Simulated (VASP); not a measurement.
# ZnS (P6_3mc) in VASP: a series of runs, part 2 of 2

VASP 6.6.1. The steps go on from the part before.

## Step 4: Relaxation of cell and atoms, LDA

This run uses another cell than the first one, of 19.60 Å³/atom, 1.026 times its volume.

INCAR

```
PREC = Accurate ; ENCUT = 600
EDIFF = 1E-6 ; ISMEAR = -1
SIGMA = 0.05 ; LREAL = F
LASPH = T ; NELM = 80
ALGO = Normal ; ISIF = 3
LWAVE = F ; LCHARG = F
IBRION = 2 ; NSW = 100
EDIFFG = -0.002
```

KPOINTS

```
regular mesh
0
Gamma
  10 10 6
```

POSCAR

```
ZnS
1.0
    3.8110000000      0.0000000000      0.0000000000
   -1.9055000000      3.3004228138      0.0000000000
    0.0000000000      0.0000000000      6.2340000000
Zn S
2 2
Direct
    0.3333333333      0.6666666667      0.0000000000
    0.6666666667      0.3333333333      0.5000000000
    0.3333333333      0.6666666667      0.3850000000
    0.6666666667      0.3333333333      0.8850000000
```

Potentials or basis: VASP PAW LDA potentials, release 64 (Zn, S).

Command:

```sh
$ cat potpaw_LDA.64/Zn/POTCAR potpaw_LDA.64/S/POTCAR > POTCAR
$ mpirun -np 1 vasp_std > vasp.out
```

OUTCAR:

```text
PREC = Accurate
   ENCUT = 600
   EDIFF = 1E-6
   ISMEAR = -1
   LREAL = F
   LASPH = T
   NELM = 80
   ISIF = 3
   IBRION = 2
   NSW = 100
   EDIFFG = -0.002

 ion  position               nearest neighbor table
   1  0.333  0.667  0.000-   4 2.31   4 2.31   4 2.31   3 2.40
   2  0.667  0.333  0.500-   3 2.31   3 2.31   3 2.31   4 2.40
   3  0.333  0.667  0.385-   2 2.31   2 2.31   2 2.31   1 2.40
   4  0.667  0.333  0.885-   1 2.31   1 2.31   1 2.31   2 2.40

  LATTYP: Found a hexagonal cell.
 ALAT       =     3.8110000000
 C/A-ratio  =     1.6357911309

  Lattice vectors:

 A1 = (   3.8110000000,   0.0000000000,   0.0000000000)
 A2 = (  -1.9055000000,   3.3004228138,   0.0000000000)
 A3 = (   0.0000000000,   0.0000000000,   6.2340000000)

Analysis of symmetry for initial positions (statically):
=====================================================================
 Subroutine PRICEL returns:
 Original cell was already a primitive cell.

 Routine SETGRP: Setting up the symmetry group for a
 hexagonal supercell.

 Subroutine GETGRP returns: Found 12 space group operations
 (whereof  6 operations were pure point group operations)
 out of a pool of 24 trial point group operations.

The static configuration has the point symmetry C_3v.
 The point group associated with its full space group is C_6v.

Analysis of symmetry for dynamics (positions and initial velocities):
=====================================================================
 Subroutine PRICEL returns:
 Original cell was already a primitive cell.

 Routine SETGRP: Setting up the symmetry group for a
 hexagonal supercell.

 Subroutine GETGRP returns: Found 12 space group operations
 (whereof  6 operations were pure point group operations)
 out of a pool of 24 trial point group operations.

The dynamic configuration has the point symmetry C_3v.
 The point group associated with its full space group is C_6v.

 Subroutine INISYM returns: Found 12 space group operations
 (whereof  6 operations are pure point group operations),
 and found     1 'primitive' translations

----------------------------------------------------------------------------------------

                                     Primitive cell

  volume of cell :      78.4107

  direct lattice vectors                    reciprocal lattice vectors
     3.811000000  0.000000000  0.000000000     0.262398321  0.151495741  0.000000000
    -1.905500000  3.300422814  0.000000000     0.000000000  0.302991482  0.000000000
     0.000000000  0.000000000  6.234000000     0.000000000  0.000000000  0.160410651

  length of vectors
     3.811000000  3.811000000  6.234000000     0.302991482  0.302991482  0.160410651

  position of ions in fractional coordinates (direct lattice)
     0.333333333  0.666666667  0.000000000
     0.666666667  0.333333333  0.500000000
     0.333333333  0.666666667  0.385000000
     0.666666667  0.333333333  0.885000000

  ion indices of the primitive-cell ions
   primitive index   ion index
                 1           1
                 2           2
                 3           3
                 4           4
[... 56 lines left out ...]
   total plane-waves  NPLWV =  45000
   dimension x,y,z NGX =    30 NGY =   30 NGZ =   50
   dimension x,y,z NGXF=    60 NGYF=   60 NGZF=  100
   ions per type =               2   2
   NGX,Y,Z   is equivalent  to a cutoff of  13.09, 13.09, 13.33 a.u.
   NGXF,Y,Z  is equivalent  to a cutoff of  26.17, 26.17, 26.67 a.u.
 SYSTEM =  unknown system
   PREC   = accura    normal or accurate (medium, high low for compatibility)
   ISTART =      0    job   : 0-new  1-cont  2-samecut
   ICHARG =      2    charge: 1-file 2-atom 10-const
   ISPIN  =      1    spin polarized calculation?
   LNONCOLLINEAR =      F non collinear calculations
   LSORBIT =      F    spin-orbit coupling
   LASPH  =      T    aspherical Exc in radial PAW
   ENCUT  =  600.0 eV  44.10 Ry    6.64 a.u.   7.61  7.61 12.45*2*pi/ulx,y,z
   NELM   =     80;   NELMIN=  2; NELMDL= -5     # of ELM steps
   EDIFF  = 0.1E-05   stopping-criterion for ELM
   LREAL  =      F    real-space projection
   EDIFFG = -.2E-02   stopping-criterion for IOM
   NSW    =    100    number of steps for IOM
   IBRION =      2    ionic relax: 0-MD 1-quasi-New 2-CG
   NFREE  =      1    steps in history (QN), initial steepest desc. (CG)
   ISIF   =      3    stress and relaxation
   ISYM   =      2    0-nonsym 1-usesym 2-fastsym
   POTIM  = 0.5000    time-step for ionic-motion
   TEBEG  =    0.0;   TEEND  =   0.0 temperature during run
   PSTRESS=    0.0 pullay stress
   NELECT =      36.0000    total number of electrons
   NUPDOWN=      -1.0000    fix difference up-down
   EMIN   =  10.00;   EMAX   =-10.00  energy-range for DOS
   EFERMI =   0.00;   METHOD = LEGACY
   ISMEAR =    -1;   SIGMA  =   0.05  broadening in eV -4-tet -1-fermi 0-gaus
   EFERMI_NEDOS =   21; number of points for ismear=-14 and -15
   IALGO  =     38    algorithm
   IMIX   =      4    mixing-type and parameters
     AMIX     =   0.40;   BMIX     =  1.00
     AMIX_MAG =   1.60;   BMIX_MAG =  1.00
  volume/ion in A,a.u.               =      19.60       132.29
  Fermi-wavevector in a.u.,A,eV,Ry     =   1.262943  2.386617 21.701647  1.595026
  Thomas-Fermi vector in A             =   2.396326
   LORBIT       =      0    0 simple, 1 ext, 2 COOP (PROOUT), +10 PAW based schemes
   GGA     = CA    functional components
   LHFCALC =     F    Hartree Fock is set to
   AEXX    =    0.0000 exact exchange contribution
   IVDW    =     0    specifies the selected vdW correction
   LEPSILON=     F    determine dielectric tensor
   LRPA    =     F    only Hartree local field effects (RPA)
 conjugate gradient relaxation of ions
 non-spin polarized calculation
  energy-cutoff  :      600.00
  volume of cell :       78.41
 maximum number of plane-waves:      2636
   NGX = 15   NGY = 15   NGZ = 25

--------------------------------------- Ionic step        1  -------------------------------------------

 number of electron      36.0000044 magnetization

 Free energy of the ion-electron system (eV)
  ---------------------------------------------------
  ext. energy  EPLUGINS =         0.00000000
  ---------------------------------------------------
  free energy    TOTEN  =       -16.33608064 eV

  energy without entropy =      -16.33608064  energy(sigma->0) =      -16.33608064

------------------------ aborting loop because EDIFF is reached ----------------------------------------

  FORCE on cell =-STRESS in cart. coord.  units (eV):
  Direction    XX          YY          ZZ          XY          YZ          ZX
  --------------------------------------------------------------------------------------
  -------------------------------------------------------------------------------------
  Total       -1.5726816     -1.5726816     -2.3253197      0.0000000      0.0000000      0.0000000
  in kB      -32.1348337    -32.1348337    -47.5135988      0.0000000      0.0000000      0.0000000
  external PRESSURE =     -37.2610888 kB  Pullay stress =       0.0000000 kB
[... 95 lines left out ...]
  FREE ENERGIE OF THE ION-ELECTRON SYSTEM (eV)
  ---------------------------------------------------
  free  energy   TOTEN  =       -16.3953912014 eV

  energy  without entropy=      -16.3953912014  energy(sigma->0) =      -16.39539120

[... ionic steps 4 to 10 ...]

--------------------------------------- Ionic step       11  -------------------------------------------

 number of electron      35.9999979 magnetization

------------------------ aborting loop because EDIFF is reached ----------------------------------------
[... 71 lines left out ...]
--------------------------------------- Ionic step       13  -------------------------------------------

 number of electron      35.9999980 magnetization

 Free energy of the ion-electron system (eV)
  ---------------------------------------------------
  ext. energy  EPLUGINS =         0.00000000
  ---------------------------------------------------
  free energy    TOTEN  =       -16.40445001 eV

  energy without entropy =      -16.40445001  energy(sigma->0) =      -16.40445001

 E-fermi :   3.5102     XC(G=0): -10.2941

 val. band max:        2.4994512626   @ k =   0.0000   0.0000   0.0000
 cond. band min:       4.7114623902   @ k =   0.0000   0.0000   0.0000
 fundamental gap:      2.2120111275
 Fermi energy:         3.5102114067

 k-point     1 :       0.0000    0.0000    0.0000
  band No.  band energies     occupation
      1     -11.0513      2.00000
      2      -9.9899      2.00000
      3      -4.2550      2.00000
      4      -4.2348      2.00000
      5      -4.2348      2.00000
      6      -4.1461      2.00000
[... 589 lines left out ...]
     21       7.9697      0.00000
     22       8.8479      0.00000

 [... further k-points ...]
[... 5 lines left out ...]
  --------------------------------------------------------------------------------------
  -------------------------------------------------------------------------------------
  Total       -0.0036462     -0.0036462      0.0040778      0.0000000      0.0000000      0.0000000
  in kB       -0.0783361     -0.0783361      0.0876070      0.0000000      0.0000000      0.0000000
  external PRESSURE =      -0.0230217 kB  Pullay stress =       0.0000000 kB
[... 19 lines left out ...]
  FREE ENERGIE OF THE ION-ELECTRON SYSTEM (eV)
  ---------------------------------------------------
  free  energy   TOTEN  =       -16.4044500145 eV

  energy  without entropy=      -16.4044500145  energy(sigma->0) =      -16.40445001

 reached required accuracy - stopping structural energy minimisation
```

OSZICAR:

```text
N       E                     dE             d eps       ncg     rms          rms(c)
DAV:   1     0.247579667166E+03    0.24758E+03   -0.19060E+04  2464   0.218E+03
DAV:   2     0.765783493770E+01   -0.23992E+03   -0.23387E+03  2518   0.406E+02
[... 103 lines left out ...]
  12 F= -.16404434E+02 E0= -.16404434E+02  d E =-.456377E-03
       N       E                     dE             d eps       ncg     rms          rms(c)
DAV:   1    -0.164045216562E+02   -0.87135E-04   -0.36901E-03  2720   0.548E-01    0.719E-02
DAV:   2    -0.164044761881E+02    0.45468E-04   -0.33184E-04  3022   0.325E-01    0.319E-02
DAV:   3    -0.164044554144E+02    0.20774E-04   -0.25693E-05  3298   0.597E-02    0.171E-02
DAV:   4    -0.164044498505E+02    0.55639E-05   -0.13461E-05  2822   0.382E-02    0.397E-03
DAV:   5    -0.164044500145E+02   -0.16401E-06   -0.39087E-06  2284   0.255E-02
  13 F= -.16404450E+02 E0= -.16404450E+02  d E =-.164574E-04
```

CONTCAR:

```text
ZnS
   1.00000000000000
     3.7423207269446439   -0.0000000000000000   -0.0000000000000000
    -1.8711603634723220    3.2409448186218288    0.0000000000000000
     0.0000000000000000   -0.0000000000000000    6.1486845949553901
  Zn              S
     2     2
Direct
     0.3333333332999970    0.6666666667000030    0.0055828748935253
     0.6666666667000030    0.3333333332999970    0.5055828748935252
     0.3333333332999970    0.6666666667000030    0.3794171251064727
     0.6666666667000030    0.3333333332999970    0.8794171251064729

  0.00000000E+00  0.00000000E+00  0.00000000E+00
  0.00000000E+00  0.00000000E+00  0.00000000E+00
  0.00000000E+00  0.00000000E+00  0.00000000E+00
  0.00000000E+00  0.00000000E+00  0.00000000E+00
```

Run time: 17 min. Hardware: 1 thread of Intel Xeon 6975P-C, shared host; peak memory 0.25 GiB.

Results:

- Free energy: -16.4045 eV
- Relaxed volume: 18.64 Å³/atom
- Relaxed cell: a = 3.742 Å, b = 3.742 Å, c = 6.149 Å, α = 90.00°, β = 90.00°, γ = 120.00°
- Space group after relaxing (to 0.05 Å): P6_3mc (No. 186)
- Energy gained by relaxing: 17.1 meV/atom
- Ionic steps: 13
- Pressure after relaxing: 0.0 GPa
- Band gap on the k mesh: 2.21 eV, direct

The path:
```
step  energy change (eV)  largest force (eV/Å)  pressure (GPa)  volume (Å³)
   1              0.0000                0.2979           -3.73        78.41
   2             -0.0557                0.1577            1.36        73.35
   3             -0.0593                0.1953            0.42        74.25
   4             -0.0646                0.0586            0.23        74.43
   5             -0.0649                0.0146            0.14        74.48
   6             -0.0675                0.0114           -0.22        74.74
   7             -0.0679                0.0086           -0.25        74.86
   8             -0.0679                0.0079           -0.35        74.90
   9             -0.0683                0.0080            0.21        74.47
  10             -0.0684                0.0080            0.00        74.59
  11             -0.0684                0.0080           -0.06        74.60
  12             -0.0684                0.0070           -0.02        74.59
  13             -0.0684                0.0008            0.00        74.58
```

Final structure:
```yaml
crystal:
  lattice:
    - [3.74232, 0.00000, 0.00000]
    - [-1.87116, 3.24094, 0.00000]
    - [0.00000, 0.00000, 6.14868]
  atoms:
    - { symbol: Zn, position: [0.33333, 0.66667, 0.00558] }
    - { symbol: Zn, position: [0.66667, 0.33333, 0.50558] }
    - { symbol: S, position: [0.33333, 0.66667, 0.37942] }
    - { symbol: S, position: [0.66667, 0.33333, 0.87942] }
```

LDA usually gives volumes a few per cent too small. Zero-point motion and thermal expansion aren't in these numbers.

## Step 5: The runs side by side

| task | cell | k mesh | cutoff (eV) | smearing | gap on the mesh (eV) | pressure (GPa) |
| --- | --- | --- | --- | --- | --- | --- |
| single point | a = 3.813, b = 3.813, c = 6.068 Å, angles 90.0, 90.0, 120.0°, 4 atoms | 6 × 6 × 4 | 520 | gaussian 0.01 eV | 2.12 | -1.9 |
| single point | a = 3.738, b = 3.738, c = 6.143 Å, angles 90.0, 90.0, 120.0°, 4 atoms | 10 × 10 × 6 | 520 | fermi-dirac 0.05 eV | 2.23 | 0.2 |
| relaxation of cell and atoms | relaxed from a = 3.811, b = 3.811, c = 6.234 Å, angles 90.0, 90.0, 120.0°, 4 atoms | 10 × 10 × 6 | 600 | fermi-dirac 0.05 eV | 2.21 | 0.0 |

Alike in all rows: level LDA; potentials or basis VASP PAW LDA potentials, release 64 (Zn, S); no spin polarisation.

Absolute energies hang on the potentials; compare differences alone.
